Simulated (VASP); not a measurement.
Here is a VASP 6.6.1 calculation.

The input INCAR:

```
ALGO = Normal ; EDIFF = 1E-6
ENCUT = 520 ; GGA = PE
ISIF = 2 ; ISMEAR = 0
ISYM = 0 ; LASPH = True
LCHARG = False ; LREAL = Auto
LWAVE = False ; NBANDS = 66
NELM = 80 ; PREC = Accurate
SIGMA = 0.1
```

Contents of KPOINTS:

```
k-points
0
Gamma
  4 4 3
```

File POSCAR:

```
SiC7
1.0
   -3.8287894364     -3.7845235433     -0.0018843038
    0.0111399175      3.7752689512      3.8232491927
   -3.8249380521      3.7788055953     -3.8379068757
C Si
21 3
Direct
    0.5220235387      0.0166092151      0.0237121795
    0.9995872136      0.9915210325      0.0061680601
    0.8362099947      0.1766241508      0.6684950783
    0.6756507800      0.3374587971      0.3495034278
    0.1589548412      0.3312439454      0.3333870607
    0.9724461808      0.4817209186      0.0087432019
    0.8480423400      0.6744265477      0.6579216846
    0.3230193224      0.6748279942      0.6269965419
    0.6740150446      0.8392249723      0.3428057426
    0.1605636644      0.8291871967      0.3219560134
    0.3175553941      0.1236333666      0.9399070799
    0.8333686141      0.1694158218      0.9225053158
    0.6987416751      0.3521781783      0.5847600408
    0.1491928990      0.3475907781      0.5703751218
    0.5066042364      0.5022966647      0.2856449013
    0.9935528631      0.4975630267      0.2456893458
    0.8609695120      0.6821744901      0.9037869289
    0.6729022654      0.8447410805      0.5774167553
    0.1549818876      0.8181918239      0.5523617653
    0.5088089291      0.0044724226      0.2591110136
    0.9961466358      0.9954429876      0.2481997635
    0.3326172857      0.1699421967      0.6672351350
    0.5188745842      0.4819994114      0.0148641365
    0.3150834055      0.6816371833      0.8994444135
```

Potentials or basis: VASP PAW PBE potentials, release 64 (C, Si).

Command:

```console
$ cat potpaw_PBE.64/C/POTCAR potpaw_PBE.64/Si/POTCAR > POTCAR
$ mpirun -np 1 vasp_std > vasp.out
```

(1) Estimate the pressure.

(2) Predict the band gap on the k mesh.

(3) Predict the largest force.

Answers

(1) 0.1 GPa.

(2) 1.41 eV.

(3) 0.037 eV/Å.
